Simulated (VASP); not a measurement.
Set up this calculation in VASP 6.6.1, as the native input.

- Task: single point
- Functional: PBE
- Potentials or basis: VASP PAW PBE potentials, release 64 (Sn_d)
- Cutoff: 520 eV
- k mesh: 7 × 7 × 7
- Occupations: fermi-dirac, width 0.05 eV
- Spin: no spin polarisation
- Dipole correction: no
- Further INCAR settings: ALGO = Normal; EDIFF = 1e-06; NBANDS = 21

The structure of Sn lies in POSCAR:

```
Sn
1.0
    0.0000000000      3.2116418589      3.2116418589
    3.2116418589      0.0000000000      3.2116418589
    3.2116418589      3.2116418589      0.0000000000
Sn
2
Direct
    0.7500000000      0.7500000000      0.7500000000
    0.5000000000      0.5000000000      0.5000000000
```

This cell differs from its parent crystal: volume scaled by 0.98.

The input as run:

INCAR

```
SYSTEM = Sn
PREC = Accurate ; ENCUT = 520
EDIFF = 1E-6 ; ISMEAR = -1
SIGMA = 0.05 ; LREAL = .FALSE.
LASPH = .TRUE. ; NELM = 100
ALGO = Normal ; ISIF = 2
LWAVE = .FALSE. ; LCHARG = .FALSE.
GGA = PE ; NBANDS = 21
```

KPOINTS

```
regular mesh
0
G
  7 7 7
  0 0 0
```

Potentials or basis: VASP PAW PBE potentials, release 64 (Sn_d).

The run is started by

```bash
$ cat potpaw_PBE.64/Sn_d/POTCAR > POTCAR
$ mpirun -np 1 vasp_std > vasp.out
```

Results of the run:

The pressure is 4.9 GPa and the band gap on the k mesh is zero (filled and empty bands touch).

Caveat: spin-orbit coupling is left out, which moves the levels of the heavy elements.

Run time: 11 s on 1 thread of Intel(R) Xeon(R) 6975P-C (Granite Rapids), on a shared host, peak memory 0.2 GiB.
